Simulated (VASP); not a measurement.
KTaSe3:

```
CELL_PARAMETERS angstrom
-0.04797 5.15009 0.07088
0.00591 0.07088 5.13817
10.06626 -0.09595 0.01182
ATOMIC_POSITIONS crystal
K 0.00469 0.01023 0.00363
K 0.99836 0.98883 0.49557
Ta 0.50709 0.49033 0.24731
Ta 0.49958 0.50271 0.74982
Se 0.48679 0.49242 0.50344
Se 0.50191 0.50477 0.98658
Se 0.00800 0.49850 0.24973
Se 0.98507 0.51127 0.75708
Se 0.49194 0.99665 0.26182
Se 0.51657 0.00429 0.74503
```

* Program: VASP 6.6.1
* Task: relaxation of cell and atoms
* Functional: PBE
* Potentials or basis: VASP PAW PBE potentials, release 64 (K_sv, Ta_pv, Se)
* Cutoff: 600 eV
* k mesh: 4 × 4 × 2
* Occupations: gaussian, width 0.2 eV
* Spin: no spin polarisation

At the start: pressure 0.6 GPa; volume 26.63 Å³/atom.

Question: Where does the relaxation end?

Answer: Over 18 steps the energy falls by 34.8 meV/atom and the volume is 26.64 Å³/atom (+0.1 %); space group P1 (No. 1, to 0.1 Å) before, Pm-3m (No. 221, to 0.1 Å).

Step by step:
```tsv
step	energy change (eV)	largest force (eV/Å)	pressure (GPa)	volume (Å³)
1	0.0000	2.5830	0.61	266.30
2	-0.2798	0.3877	-0.88	270.19
3	-0.2806	0.3541	-0.93	270.44
4	-0.3074	0.2367	0.50	264.68
5	-0.3079	0.2057	0.33	265.35
6	-0.3209	0.1632	0.15	266.02
7	-0.3267	0.2171	-0.06	266.90
8	-0.3344	0.1378	-0.07	266.79
9	-0.3396	0.1737	-0.04	266.61
10	-0.3452	0.0717	0.09	266.08
11	-0.3454	0.0789	0.11	265.98
12	-0.3462	0.0326	-0.17	267.12
13	-0.3464	0.0335	-0.09	266.79
14	-0.3468	0.0299	0.06	266.19
15	-0.3468	0.0309	0.02	266.33
16	-0.3471	0.0266	0.01	266.37
17	-0.3473	0.0375	-0.01	266.46
18	-0.3475	0.0250	0.00	266.43
```

Final structure:
```yaml
crystal:
  lattice:
    - [-0.00173, 5.10619, 0.00218]
    - [0.00042, 0.00219, 5.10691]
    - [10.21722, -0.00204, 0.00055]
  atoms:
    - { symbol: K, position: [0.00157, 0.00314, 0.00057] }
    - { symbol: K, position: [0.99882, 0.99667, 0.49977] }
    - { symbol: Ta, position: [0.50132, 0.49550, 0.24996] }
    - { symbol: Ta, position: [0.49852, 0.50464, 0.75015] }
    - { symbol: Se, position: [0.49973, 0.49923, 0.49981] }
    - { symbol: Se, position: [0.50046, 0.50081, 0.99981] }
    - { symbol: Se, position: [0.00077, 0.49735, 0.25014] }
    - { symbol: Se, position: [0.99900, 0.50253, 0.74988] }
    - { symbol: Se, position: [0.50101, 0.99718, 0.24982] }
    - { symbol: Se, position: [0.49881, 0.00295, 0.75009] }
```
